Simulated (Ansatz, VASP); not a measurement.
## Nb: VASP beside Ansatz

The input INCAR:

```
  ALGO = Normal
  EDIFF = 1E-8
  ENCUT = 520
  GGA = PS
  ISIF = 2
  ISMEAR = -1
  LASPH = T
  LCHARG = F
  LEFG = T
  LREAL = F
  LWAVE = F
  NBANDS = 20
  NELM = 80
  PREC = Accurate
  SIGMA = 0.05
```

Contents of KPOINTS:

```
k-points
0
Gamma
  9 9 9
```

Contents of POSCAR:

```
Nb
1.0
    0.0000000000      2.8296800281      2.8296800281
    2.8296800281      0.0000000000      2.8296800281
    2.8296800281      2.8296800281      0.0000000000
Nb
2
Direct
   -0.1250000000     -0.1250000000     -0.1250000000
    0.1250000000      0.1250000000      0.1250000000
```

Input for Ansatz:

```yaml
crystal:
  lattice:
    - [0.0, 2.8296800281, 2.8296800281]
    - [2.8296800281, 0.0, 2.8296800281]
    - [2.8296800281, 2.8296800281, 0.0]
  atoms:
    - { symbol: Nb, position: [-0.125, -0.125, -0.125] }
    - { symbol: Nb, position: [0.125, 0.125, 0.125] }
kpoints:
  mp_grid: { grid: [9, 9, 9] }
scf:
  occupations: { method: fermi_dirac, width: 0.05 }
hamiltonian:
  xc: pbesol
  pseudopotentials: { kind: all_electron, datasets: crystal }
output:
  forces: true
  stress: true
  eigenvalues: true
  efg: { contact_densities: true }
```

Change from the starting cell: shortest bond scaled by 1, crystal datasets.

Alike in both runs: task electric field gradients; functional PBEsol; k mesh 9 × 9 × 9; occupations fermi-dirac, width 0.05 eV; no spin polarisation.

|  | VASP | Ansatz |
| --- | --- | --- |
| version | VASP 6.6.1 | Ansatz 0.2.0 |
| potentials or method | VASP PAW PBE potentials, release 64 (Nb_sv), cutoff 520 eV | all-electron PAW with datasets made for the crystal, scalar-relativistic |

```tsv
	VASP	Ansatz	Ansatz less VASP
pressure (GPa)	6.7	6.7	-0.05
```

VASP's potentials were made for PBE, not for PBEsol. Ansatz ran all-electron here, and VASP with PAW potentials.
